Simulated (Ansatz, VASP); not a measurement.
# Se in VASP and in Ansatz

File INCAR:

```
ALGO     = Normal         # electronic algorithm
EDIFF    = 1E-6           # SCF threshold, eV
ENCUT    = 520            # plane-wave cutoff, eV
ISIF     = 2              # what is computed and relaxed
ISMEAR   = -1             # smearing method
LASPH    = True           # aspherical terms in the spheres
LCHARG   = False          # write CHGCAR
LREAL    = False          # projectors in reciprocal space
LWAVE    = False          # write WAVECAR
NBANDS   = 16             # bands
NELM     = 80             # most SCF steps
PREC     = Accurate       # precision mode
SIGMA    = 0.03           # smearing width, eV
```

Contents of KPOINTS:

```
k-points
0
Gamma
  8 8 6
```

Contents of POSCAR:

```
Se
1.0
    4.4858247679      0.0000000000      0.0000000000
   -2.2429123840      3.8848382060      0.0000000000
    0.0000000000      0.0000000000      4.9494500000
Se
3
Direct
    0.2170000000      0.0000000000      0.1666666667
    0.0000000000      0.2170000000      0.8333333333
    0.7830000000      0.7830000000      0.5000000000
```

Input for Ansatz:

```yaml
crystal:
  lattice:
    - [4.4858247679, 0.0, 0.0]
    - [-2.242912384, 3.884838206, 0.0]
    - [0.0, 0.0, 4.94945]
  atoms:
    - { symbol: Se, position: [0.217, 0.0, 0.1666666667] }
    - { symbol: Se, position: [0.0, 0.217, 0.8333333333] }
    - { symbol: Se, position: [0.783, 0.783, 0.5] }
kpoints:
  mp_grid: { grid: [8, 8, 6] }
  band_path:
    path:
      - [0.0, 0.0, 0.0]
      - [0.5, 0.0, 0.0]
      - [0.3333333333, 0.3333333333, 0.0]
      - [0.0, 0.0, 0.0]
      - [0.0, 0.0, 0.5]
      - [0.5, 0.0, 0.5]
      - [0.3333333333, 0.3333333333, 0.5]
      - [0.0, 0.0, 0.5]
      - [0.5, 0.0, 0.5]
    npoints: 5
scf:
  occupations: { method: fermi_dirac, width: 0.03 }
hamiltonian:
  xc: lda
  pseudopotentials: { kind: all_electron, lapw: { basis_error: 0.0005 } }
output:
  forces: true
  stress: true
  eigenvalues: true
```

Change from the starting cell: equal xx and yy strain of +3 %.

Alike in both runs: task single point; functional LDA; k mesh 8 × 8 × 6; occupations fermi-dirac, width 0.03 eV; no spin polarisation.

|  | VASP | Ansatz |
| --- | --- | --- |
| version | VASP 6.6.1 | Ansatz 0.2.0 |
| potentials or method | VASP PAW LDA potentials, release 64 (Se), cutoff 520 eV | all-electron LAPW, scalar-relativistic |

```tsv
	VASP	Ansatz	Ansatz less VASP
gap on the k mesh at the Fermi level (eV)	1.13	1.15	+0.020
pressure (GPa)	-1.0	-1.2	-0.20
traceless stress, the component that is largest in VASP (GPa)	0.82	0.73	-0.086
rms of the force components (eV/Å)	0.201	0.169	-0.0317
```

LDA's correlation is that of Perdew and Zunger in VASP and of Perdew and Wang (1992) in Ansatz. Atom by atom the forces differ by 0.032 eV/Å (rms over components). Ansatz ran all-electron here, and VASP with PAW potentials.
